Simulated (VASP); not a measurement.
# CrCu4NiSn2 (R-3m) in VASP: single point with PBE

Aim: the single point of CrCu4NiSn2 with PBE.

Everything below comes from runs of VASP 6.6.1. Logs are shortened: lines on timing, memory, paths and dates and some standing lists are left out, and cuts for length are marked.

**1. The cell of the first run**

Symmetry: R-3m, No. 166, trigonal system. The conventional cell has a = 4.391 Å, b = 4.391 Å, c = 21.391 Å, α = 90.00°, β = 90.00°, γ = 120.00°. Sn (site symmetry 3m) has 8 Cu at 2.64 to 2.71 Å and 3 Ni at 3.09 Å and 3 Cr at 3.10 Å within 3.5 Å. Within 3.5 Å of Cu (site symmetry 3m) lie 4 Sn at 2.64 to 2.69 Å and 3 Ni at 2.68 Å and 1 Cr at 2.70 Å and 6 Cu at 3.07 to 3.10 Å. Within 3.5 Å of Cu (site symmetry 3m) lie 1 Ni at 2.64 Å and 4 Sn at 2.68 to 2.71 Å and 3 Cr at 2.70 Å and 6 Cu at 3.10 to 3.13 Å. Within 3.5 Å of Ni (site symmetry -3m) lie 8 Cu at 2.64 to 2.68 Å and 6 Sn at 3.09 Å. Cr (site symmetry -3m) has 8 Cu at 2.70 Å and 6 Sn at 3.10 Å within 3.6 Å.

**2. Single point, PBE, collinear spin, ferromagnetic start**

The input, INCAR:

```
SYSTEM = CrCu4NiSn2
PREC = Accurate ; ENCUT = 520
EDIFF = 1E-6 ; ISMEAR = -1
SIGMA = 0.05 ; LREAL = .False.
LASPH = .True. ; NELM = 150
ALGO = Fast ; ISIF = 2
LWAVE = .False. ; LCHARG = .False.
ISPIN = 2 ; MAGMOM = 0 0 0.6 0.6 0.6 0.6 1 3
LORBIT = 11 ; LMAXMIX = 4
GGA = PE ; NBANDS = 61
KPAR = 4
```

The input, KPOINTS:

```
Automatic mesh
0
Gamma
  7 7 7
  0 0 0
```

The input, POSCAR:

```
CrCu4NiSn2
1.0
    2.1955770829      1.2676170198      7.1303701412
   -2.1955770829      1.2676170198      7.1303701412
    0.0000000000     -2.5352340396      7.1303701412
Sn Cu Ni Cr
2 4 1 1
Direct
    0.7504420000      0.7504420000      0.7504420000
    0.2495580000      0.2495580000      0.2495580000
    0.8739180000      0.8739180000      0.8739180000
    0.3763620000      0.3763620000      0.3763620000
    0.1260820000      0.1260820000      0.1260820000
    0.6236380000      0.6236380000      0.6236380000
    0.5000000000      0.5000000000      0.5000000000
    0.0000000000      0.0000000000      0.0000000000
```

Potentials or basis: VASP PAW PBE potentials, release 64 (Sn_d, Cu, Ni, Cr_pv).

Command:

```console
cat potpaw_PBE.64/Sn_d/POTCAR potpaw_PBE.64/Cu/POTCAR potpaw_PBE.64/Ni/POTCAR potpaw_PBE.64/Cr_pv/POTCAR > POTCAR
mpirun -np 4 vasp_std > vasp.out
```

OUTCAR:

```text
SYSTEM = CrCu4NiSn2
   PREC = Accurate
   ENCUT = 520
   EDIFF = 1E-6
   ISMEAR = -1
   LREAL = .False.
   LASPH = .True.
   NELM = 150
   ISIF = 2
   ISPIN = 2
   LORBIT = 11
   GGA = PE

 ion  position               nearest neighbor table
   1  0.750  0.750  0.750-   3 2.64   4 2.68   4 2.68   4 2.68   5 2.69   5 2.69   5 2.69   6 2.71
                             7 3.09   7 3.09   7 3.09   8 3.10   8 3.10   8 3.10
   2  0.250  0.250  0.250-   5 2.64   6 2.68   6 2.68   6 2.68   3 2.69   3 2.69   3 2.69   4 2.71
                             7 3.09   7 3.09   7 3.09   8 3.10   8 3.10   8 3.10
   3  0.874  0.874  0.874-   1 2.64   7 2.68   7 2.68   7 2.68   2 2.69   2 2.69   2 2.69   8 2.70
[... 7 lines left out ...]
   7  0.500  0.500  0.500-   4 2.64   6 2.64   5 2.68   3 2.68   5 2.68   5 2.68   3 2.68   3 2.68
                             1 3.09   2 3.09   1 3.09   2 3.09   1 3.09   2 3.09
   8  0.000  0.000  0.000-   3 2.70   5 2.70   6 2.70   4 2.70   6 2.70   6 2.70   4 2.70   4 2.70
                             2 3.10   1 3.10   2 3.10   1 3.10   2 3.10   1 3.10

  LATTYP: Found a trigonal (rhomboedric) cell.
 ALAT       =     7.5676674072
 COS(alpha) =     0.8316538069

  Lattice vectors:

 A1 = (   2.1955770829,   1.2676170198,   7.1303701412)
 A2 = (  -2.1955770829,   1.2676170198,   7.1303701412)
 A3 = (   0.0000000000,  -2.5352340396,   7.1303701412)

Analysis of symmetry for initial positions (statically):
=====================================================================
 Subroutine PRICEL returns:
 Original cell was already a primitive cell.

 Routine SETGRP: Setting up the symmetry group for a
 trigonal (rhombohedral) supercell.

 Subroutine GETGRP returns: Found 12 space group operations
 (whereof 12 operations were pure point group operations)
 out of a pool of 12 trial point group operations.

The static configuration has the point symmetry D_3d.

Analysis of symmetry for dynamics (positions and initial velocities):
=====================================================================
 Subroutine PRICEL returns:
 Original cell was already a primitive cell.

 Routine SETGRP: Setting up the symmetry group for a
 trigonal (rhombohedral) supercell.

 Subroutine GETGRP returns: Found 12 space group operations
 (whereof 12 operations were pure point group operations)
 out of a pool of 12 trial point group operations.

The dynamic configuration has the point symmetry D_3d.

Analysis of structural, dynamic, and magnetic symmetry:
=====================================================================
 Subroutine PRICEL returns:
 Original cell was already a primitive cell.

 Routine SETGRP: Setting up the symmetry group for a
 trigonal (rhombohedral) supercell.

 Subroutine GETGRP returns: Found 12 space group operations
 (whereof 12 operations were pure point group operations)
 out of a pool of 12 trial point group operations.

The overall configuration has the point symmetry D_3d.

[... 162 lines left out ...]
 fundamental gap:      0.0149799508
 Fermi energy:         9.0412005080

 spin component 1

 k-point     1 :       0.0000    0.0000    0.0000
  band No.  band energies     occupation
      1     -34.9768      1.00000
      2     -34.9152      1.00000
      3     -34.9152      1.00000
      4     -12.5665      1.00000
      5     -12.5662      1.00000
      6     -12.5620      1.00000
[... 1477 lines left out ...]
     58      14.0277      0.00000
     59      15.3603      0.00000

 [... further k-points ...]

 spin component 2

 k-point     1 :       0.0000    0.0000    0.0000
  band No.  band energies     occupation
      1     -31.5752      1.00000
      2     -31.5381      1.00000
      3     -31.5381      1.00000
      4     -12.5784      1.00000
      5     -12.5781      1.00000
      6     -12.5754      1.00000
[... 1477 lines left out ...]
     58      14.2333      0.00000
     59      15.6551      0.00000

 [... further k-points ...]

 [bands above 59 left out]

------------------------ aborting loop because EDIFF is reached ----------------------------------------

  FORCE on cell =-STRESS in cart. coord.  units (eV):
  Direction    XX          YY          ZZ          XY          YZ          ZX
  --------------------------------------------------------------------------------------
  -------------------------------------------------------------------------------------
  Total       -0.9928156     -0.9928156     -0.9375741      0.0000000      0.0000000      0.0000000
  in kB      -13.3591590    -13.3591590    -12.6158378      0.0000000      0.0000000      0.0000000
  external PRESSURE =     -13.1113853 kB  Pullay stress =       0.0000000 kB

 VOLUME and BASIS-vectors are now :
 -----------------------------------------------------------------------------
  energy-cutoff  :      520.00
  volume of cell :      119.07
      direct lattice vectors                 reciprocal lattice vectors
     2.195577083  1.267617020  7.130370141     0.227730561  0.131480300  0.046748391
    -2.195577083  1.267617020  7.130370141    -0.227730561  0.131480300  0.046748391
     0.000000000 -2.535234040  7.130370141     0.000000000 -0.262960601  0.046748391

 POSITION                                       TOTAL-FORCE (eV/Angst)
 -----------------------------------------------------------------------------------
      0.00000      0.00000     16.05279         0.000000     -0.000000     -0.019906
      0.00000      0.00000      5.33832         0.000000     -0.000000      0.019906
      0.00000      0.00000     18.69408         0.000000      0.000000     -0.097386
      0.00000      0.00000      8.05080         0.000000     -0.000000      0.147308
      0.00000      0.00000      2.69703         0.000000     -0.000000      0.097386
      0.00000      0.00000     13.34031         0.000000      0.000000     -0.147308
      0.00000      0.00000     10.69556         0.000000      0.000000      0.000000
      0.00000      0.00000      0.00000         0.000000     -0.000000      0.000000
 -----------------------------------------------------------------------------------
    total drift:                                0.000000      0.000000     -0.000000

  FREE ENERGIE OF THE ION-ELECTRON SYSTEM (eV)
  ---------------------------------------------------
  free  energy   TOTEN  =       -36.5609041123 eV

  energy  without entropy=      -36.5309570642  energy(sigma->0) =      -36.54593059

 total charge

# of ion       s       p       d       tot
------------------------------------------
    1        1.081   1.249  10.047  12.376
    2        1.081   1.249  10.047  12.376
    3        0.409   0.358   9.189   9.957
    4        0.428   0.370   9.185   9.983
    5        0.409   0.358   9.189   9.957
    6        0.428   0.370   9.185   9.983
    7        0.354   0.297   8.447   9.098
    8        0.253   6.189   4.162  10.605
--------------------------------------------------
tot          4.443  10.440  69.450  84.334

 magnetization (x)

# of ion       s       p       d       tot
------------------------------------------
    1       -0.009  -0.046   0.005  -0.050
    2       -0.009  -0.046   0.005  -0.050
    3       -0.007   0.002   0.012   0.007
    4       -0.014  -0.000   0.050   0.036
    5       -0.007   0.002   0.012   0.007
    6       -0.014  -0.000   0.050   0.036
    7        0.016  -0.001   0.053   0.067
    8        0.044   0.032   3.337   3.413
--------------------------------------------------
tot          0.001  -0.058   3.524   3.466
```

OSZICAR:

```text
N       E                     dE             d eps       ncg     rms          rms(c)
DAV:   1     0.103723337937E+04    0.10372E+04   -0.40620E+04 10831   0.254E+03
DAV:   2     0.138896234057E+03   -0.89834E+03   -0.86414E+03 10736   0.625E+02
DAV:   3    -0.314905717129E+02   -0.17039E+03   -0.15926E+03 10776   0.252E+02
[... 14 lines left out ...]
RMM:  18    -0.365608857172E+02   -0.16332E-04   -0.15592E-04 17449   0.333E-02    0.120E-02
RMM:  19    -0.365608946692E+02   -0.89519E-05   -0.87848E-05 16701   0.230E-02    0.121E-02
RMM:  20    -0.365608996535E+02   -0.49843E-05   -0.48013E-05 15330   0.177E-02    0.236E-02
RMM:  21    -0.365609020698E+02   -0.24163E-05   -0.26339E-05 13799   0.142E-02    0.143E-02
RMM:  22    -0.365609033049E+02   -0.12351E-05   -0.15021E-05 12522   0.111E-02    0.573E-03
RMM:  23    -0.365609041123E+02   -0.80743E-06   -0.94137E-06 10922   0.838E-03
   1 F= -.36560904E+02 E0= -.36545931E+02  d E =-.299470E-01  mag=     3.7219
```

Wall time 8.8 min (4 MPI ranks of Intel Xeon 6975P-C (Granite Rapids), shared host); peak memory 0.93 GiB.

What came out:

```yaml
Free_energy: -36.5609 eV
Pressure: -1.3 GPa
Largest_force: 0.147 eV/Å
Net_moment: 3.72 μB per cell
Site_moments: Sn -0.05; Cu +0.01, +0.04 (each value once); Ni +0.07; Cr +3.41 μB
Valence_electrons_inside_the_program's_atomic_spheres: Sn 12.38; Cu 9.96, 9.98 (each value once); Ni 9.10; Cr 10.61
```

Forces on the atoms (eV/Å):
```
Sn   0.000  0.000 -0.020
Sn   0.000  0.000  0.020
Cu   0.000  0.000 -0.097
Cu   0.000  0.000  0.147
Cu   0.000  0.000  0.097
Cu   0.000  0.000 -0.147
Ni   0.000  0.000  0.000
Cr   0.000  0.000  0.000
```

Caveat: spin-orbit coupling is left out, which moves the levels of the heavy elements.
